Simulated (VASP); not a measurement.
# Hf (P6_3/mmc) in VASP: notebook

Hf is run at these levels: r2SCAN; tasks: single point, relaxation of cell and atoms.

Everything below comes from runs of VASP 6.6.1. Logs are shortened: lines on timing, memory, paths and dates and some standing lists are left out, and cuts for length are marked.

**1. The cell of the first run**

Symmetry: P6_3/mmc, No. 194, hexagonal system. Conventional cell: a = 3.201 Å, b = 3.201 Å, c = 5.040 Å, α = 90.00°, β = 90.00°, γ = 120.00°. Within 4.1 Å of Hf (site symmetry -6m2) lie 12 Hf at 3.12 to 3.20 Å.

**2. Single point, r2SCAN**

The input, POSCAR:

```
Hf
1.0
    3.2005174173     -0.0000262776      0.0000000000
   -1.6002314058      2.7717399028      0.0000000000
    0.0000000000      0.0000000000      5.0402195609
Hf
2
Direct
    0.3333348010      0.6666674005      0.2500000000
    0.6666651990      0.3333325995      0.7500000000
```

The input, INCAR.step1:

```
PREC = Accurate
ENCUT = 520
ISMEAR = -1
SIGMA = 0.1
LREAL = False
LASPH = True
NELM = 100
NBANDS = 17
GGA = PE
ALGO = Normal
EDIFF = 1E-4
LWAVE = True
LCHARG = False
```

The input, INCAR.step2:

```
PREC = Accurate
ENCUT = 520
EDIFF = 1E-6
ISMEAR = -1
SIGMA = 0.1
LREAL = False
LASPH = True
NELM = 100
ALGO = Normal
ISIF = 2
LWAVE = False
LCHARG = True
METAGGA = R2SCAN
LMIXTAU = True
LELF = True
LVHAR = True
NBANDS = 17
ISTART = 1
```

The input, KPOINTS:

```
Automatic mesh
0
Gamma
  9 9 5
```

Potentials or basis: VASP PAW PBE potentials, release 64 (Hf_pv).

Launch:

```console
> cat potpaw_PBE.64/Hf_pv/POTCAR > POTCAR
> cp INCAR.step1 INCAR
> mpirun -np 1 vasp_std > vasp.out
> cp INCAR.step2 INCAR
> mpirun -np 1 vasp_std > vasp.out
```

OUTCAR:

```text
PREC = Accurate
   ENCUT = 520
   EDIFF = 1E-6
   ISMEAR = -1
   LREAL = False
   LASPH = True
   NELM = 100
   ISIF = 2
   METAGGA = R2SCAN
   ISTART = 1

 ion  position               nearest neighbor table
   1  0.333  0.667  0.250-   2 3.12   2 3.12   2 3.12   2 3.12   2 3.12   2 3.12
   2  0.667  0.333  0.750-   1 3.12   1 3.12   1 3.12   1 3.12   1 3.12   1 3.12

  LATTYP: Found a hexagonal cell.
 ALAT       =     3.2005174174
 C/A-ratio  =     1.5748139765

  Lattice vectors:

 A1 = (   3.2005174173,  -0.0000262776,   0.0000000000)
 A2 = (  -1.6002314058,   2.7717399028,   0.0000000000)
 A3 = (   0.0000000000,   0.0000000000,   5.0402195609)

Analysis of symmetry for initial positions (statically):
=====================================================================
 Subroutine PRICEL returns:
 Original cell was already a primitive cell.

 Routine SETGRP: Setting up the symmetry group for a
 hexagonal supercell.

 Subroutine GETGRP returns: Found 24 space group operations
 (whereof 12 operations were pure point group operations)
 out of a pool of 24 trial point group operations.

The static configuration has the point symmetry D_3d.
 The point group associated with its full space group is D_6h.

Analysis of symmetry for dynamics (positions and initial velocities):
=====================================================================
 Subroutine PRICEL returns:
 Original cell was already a primitive cell.

 Routine SETGRP: Setting up the symmetry group for a
 hexagonal supercell.

 Subroutine GETGRP returns: Found 24 space group operations
 (whereof 12 operations were pure point group operations)
 out of a pool of 24 trial point group operations.

The dynamic configuration has the point symmetry D_3d.
 The point group associated with its full space group is D_6h.

 Subroutine INISYM returns: Found 24 space group operations
 (whereof 12 operations are pure point group operations),
 and found     1 'primitive' translations

----------------------------------------------------------------------------------------

                                     Primitive cell

  volume of cell :      44.7116

  direct lattice vectors                    reciprocal lattice vectors
     3.200517417 -0.000026278  0.000000000     0.312450960  0.180389884  0.000000000
    -1.600231406  2.771739903  0.000000000     0.000002962  0.360785923  0.000000000
     0.000000000  0.000000000  5.040219561     0.000000000  0.000000000  0.198404055

  length of vectors
     3.200517417  3.200512872  5.040219561     0.360785411  0.360785923  0.198404055

  position of ions in fractional coordinates (direct lattice)
     0.333334801  0.666667401  0.250000000
     0.666665199  0.333332599  0.750000000

  ion indices of the primitive-cell ions
   primitive index   ion index
                 1           1
                 2           2

----------------------------------------------------------------------------------------

 KPOINTS: Automatic mesh

Automatic generation of k-mesh.
 Grid dimensions read from file:
 generate k-points for:    9    9    5

 Generating k-lattice:

  Cartesian coordinates                     Fractional coordinates (reciprocal lattice)
     0.034716773  0.020043320  0.000000000     0.111111111 -0.000000000  0.000000000
     0.000000329  0.040087325  0.000000000     0.000000000  0.111111111  0.000000000
     0.000000000  0.000000000  0.039680811     0.000000000  0.000000000  0.200000000

  Length of vectors
     0.040087268  0.040087325  0.039680811

  Shift w.r.t. Gamma in fractional coordinates (k-lattice)
     0.000000000  0.000000000  0.000000000

 Subroutine IBZKPT returns following result:
 ===========================================

 Found     36 irreducible k-points:

 Following reciprocal coordinates:
            Coordinates               Weight
  0.000000  0.000000  0.000000      1.000000
  0.111111  0.000000  0.000000      6.000000
  0.222222  0.000000  0.000000      6.000000
  0.333333  0.000000  0.000000      6.000000
  0.444444  0.000000  0.000000      6.000000
  0.111111  0.111111  0.000000      6.000000
[... 16 lines left out ...]
  0.333333  0.222222  0.200000     24.000000
  0.333333  0.333333  0.200000      4.000000
 [... further k-points ...]
   k-points           NKPTS =     36   k-points in BZ     NKDIM =     36   number of bands    NBANDS=     17
   number of dos      NEDOS =    301   number of ions     NIONS =      2
   total plane-waves  NPLWV =  23040
   dimension x,y,z NGX =    24 NGY =   24 NGZ =   40
   dimension x,y,z NGXF=    48 NGYF=   48 NGZF=   80
   ions per type =               2
   NGX,Y,Z   is equivalent  to a cutoff of  12.47, 12.47, 13.19 a.u.
   NGXF,Y,Z  is equivalent  to a cutoff of  24.93, 24.93, 26.39 a.u.
 SYSTEM =  unknown system
   PREC   = accura    normal or accurate (medium, high low for compatibility)
   ISTART =      1    job   : 0-new  1-cont  2-samecut
   ICHARG =      0    charge: 1-file 2-atom 10-const
   ISPIN  =      1    spin polarized calculation?
   LNONCOLLINEAR =      F non collinear calculations
   LSORBIT =      F    spin-orbit coupling
   LASPH  =      T    aspherical Exc in radial PAW
   ENCUT  =  520.0 eV  38.22 Ry    6.18 a.u.   5.95  5.95  9.37*2*pi/ulx,y,z
   NELM   =    100;   NELMIN=  2; NELMDL=  0     # of ELM steps
   EDIFF  = 0.1E-05   stopping-criterion for ELM
   LREAL  =      F    real-space projection
   EDIFFG = 0.1E-04   stopping-criterion for IOM
   NSW    =      0    number of steps for IOM
   IBRION =     -1    ionic relax: 0-MD 1-quasi-New 2-CG
   NFREE  =      0    steps in history (QN), initial steepest desc. (CG)
   ISIF   =      2    stress and relaxation
   ISYM   =      2    0-nonsym 1-usesym 2-fastsym
   POTIM  = 0.5000    time-step for ionic-motion
   TEBEG  =    0.0;   TEEND  =   0.0 temperature during run
   PSTRESS=    0.0 pullay stress
   NELECT =      20.0000    total number of electrons
   NUPDOWN=      -1.0000    fix difference up-down
   EMIN   =  10.00;   EMAX   =-10.00  energy-range for DOS
   EFERMI =   0.00;   METHOD = LEGACY
   ISMEAR =    -1;   SIGMA  =   0.10  broadening in eV -4-tet -1-fermi 0-gaus
   EFERMI_NEDOS =   21; number of points for ismear=-14 and -15
   IALGO  =     38    algorithm
   IMIX   =      4    mixing-type and parameters
     AMIX     =   0.40;   BMIX     =  1.00
     AMIX_MAG =   1.60;   BMIX_MAG =  1.00
  volume/ion in A,a.u.               =      22.36       150.86
  Fermi-wavevector in a.u.,A,eV,Ry     =   1.252021  2.365976 21.327888  1.567556
  Thomas-Fermi vector in A             =   2.385941
   LORBIT       =      0    0 simple, 1 ext, 2 COOP (PROOUT), +10 PAW based schemes
   METAGGA = R2SCAN    functional components
   LHFCALC =     F    Hartree Fock is set to
   AEXX    =    0.0000 exact exchange contribution
   IVDW    =     0    specifies the selected vdW correction
   LEPSILON=     F    determine dielectric tensor
   LRPA    =     F    only Hartree local field effects (RPA)
 non-spin polarized calculation
  energy-cutoff  :      520.00
  volume of cell :       44.71
 maximum number of plane-waves:      1218
 NGX is ok and might be reduce to    24
   NGX = 11   NGY = 11   NGZ = 19

 number of electron      20.0000003 magnetization

 Free energy of the ion-electron system (eV)
  ---------------------------------------------------
  ext. energy  EPLUGINS =         0.00000000
  ---------------------------------------------------
  free energy    TOTEN  =       -90.32584294 eV

  energy without entropy =      -90.28115877  energy(sigma->0) =      -90.30350085

 E-fermi :   4.8197     XC(G=0): -12.1572

 val. band max:        4.8157373193   @ k =   0.3333   0.2222   0.4000
 cond. band min:       4.8476713345   @ k =   0.1111   0.0000   0.0000
 fundamental gap:      0.0319340152
 Fermi energy:         4.8197336985

 k-point     1 :       0.0000    0.0000    0.0000
  band No.  band energies     occupation
      1     -27.4181      2.00000
      2     -26.6431      2.00000
      3     -26.6430      2.00000
      4     -26.5138      2.00000
      5     -26.5108      2.00000
      6     -26.5108      2.00000
[... 9 lines left out ...]
     16       7.7275      0.00000
     17      10.4909      0.00000

 k-point     2 :       0.1111    0.0000    0.0000
  band No.  band energies     occupation
      1     -27.3851      2.00000
      2     -26.7113      2.00000
      3     -26.6660      2.00000
      4     -26.5823      2.00000
      5     -26.5292      2.00000
      6     -26.5196      2.00000
[... 9 lines left out ...]
     16       7.3871      0.00000
     17      10.7687      0.00000

 k-point     3 :       0.2222    0.0000    0.0000
  band No.  band energies     occupation
      1     -27.2939      2.00000
      2     -26.8846      2.00000
      3     -26.7557      2.00000
      4     -26.7211      2.00000
      5     -26.5755      2.00000
      6     -26.5445      2.00000
[... 9 lines left out ...]
     16       8.3555      0.00000
     17      11.2301      0.00000

 k-point     4 :       0.3333    0.0000    0.0000
  band No.  band energies     occupation
      1     -27.1685      2.00000
      2     -27.0818      2.00000
      3     -26.9408      2.00000
      4     -26.7804      2.00000
      5     -26.6497      2.00000
      6     -26.5754      2.00000
[... 9 lines left out ...]
     16       9.7532      0.00000
     17      11.5397      0.00000
[... 343 lines left out ...]
      1     -27.1829      2.00000
      2     -27.0897      2.00000
      3     -26.9006      2.00000
      4     -26.8616      2.00000
      5     -26.7014      2.00000
      6     -26.6473      2.00000
[... 9 lines left out ...]
     16      10.4690      0.00000
     17      11.6193      0.00000

 k-point    23 :       0.3333    0.2222    0.2000
  band No.  band energies     occupation
      1     -27.1899      2.00000
      2     -27.1108      2.00000
      3     -26.9782      2.00000
      4     -26.8412      2.00000
      5     -26.7747      2.00000
      6     -26.6955      2.00000
[... 9 lines left out ...]
     16      11.2057      0.00000
     17      11.8041      0.00000

 k-point    24 :       0.3333    0.3333    0.2000
  band No.  band energies     occupation
      1     -27.0981      2.00000
      2     -27.0981      2.00000
      3     -27.0912      2.00000
      4     -26.8541      2.00000
      5     -26.7618      2.00000
      6     -26.7618      2.00000
[... 9 lines left out ...]
     16      10.4177      0.00000
     17      11.4569      0.00000

 [... further k-points ...]
[... 5 lines left out ...]
  --------------------------------------------------------------------------------------
  -------------------------------------------------------------------------------------
  Total       -0.1541080     -0.1541077     -0.1866952     -0.0000003     -0.0000000     -0.0000000
  in kB       -5.5222438     -5.5222334     -6.6899614     -0.0000091     -0.0000000     -0.0000000
  external PRESSURE =      -5.9114795 kB  Pullay stress =       0.0000000 kB

 VOLUME and BASIS-vectors are now :
 -----------------------------------------------------------------------------
  energy-cutoff  :      520.00
  volume of cell :       44.71
      direct lattice vectors                 reciprocal lattice vectors
     3.200517417 -0.000026278  0.000000000     0.312450960  0.180389884  0.000000000
    -1.600231406  2.771739903  0.000000000     0.000002962  0.360785923  0.000000000
     0.000000000  0.000000000  5.040219561     0.000000000  0.000000000  0.198404055

 POSITION                                       TOTAL-FORCE (eV/Angst)
 -----------------------------------------------------------------------------------
      0.00002      1.84782      1.26005         0.000000      0.000000      0.000000
      1.60026      0.92389      3.78016        -0.000000     -0.000000      0.000000
 -----------------------------------------------------------------------------------
    total drift:                                0.000138     -0.000489      0.000189

  FREE ENERGIE OF THE ION-ELECTRON SYSTEM (eV)
  ---------------------------------------------------
  free  energy   TOTEN  =       -90.3258429354 eV

  energy  without entropy=      -90.2811587663  energy(sigma->0) =      -90.30350085
```

It took 37 s on 1 thread of Intel Xeon 6975P-C (Granite Rapids), shared host; peak memory 0.18 GiB.

What came out:

- Free energy: -90.3258 eV
- Pressure: -0.6 GPa
- Band gap on the k mesh: zero (band 10 reaches 6.16 eV, above the bottom of band 11 at 4.43 eV)

Stress tensor (GPa, compression positive):
```
-0.55  0.00  0.00
 0.00 -0.55  0.00
 0.00  0.00 -0.67
```

Levels at points of the mesh, in eV from the Fermi level:
```csv
k point,band 6,band 7,band 8,band 9,band 10,band 11,band 12,band 13,band 14,band 15
"(0.00, 0.00, 0.00)",-31.33,-7.74,-3.82,0.46,1.34,1.34,1.70,2.23,2.23,2.91
```

Caveat: the PAW data sets were made with another functional, which shifts forces and pressure a little; spin-orbit coupling is left out, which moves the levels of the heavy elements.

[end of part 1 of 2]
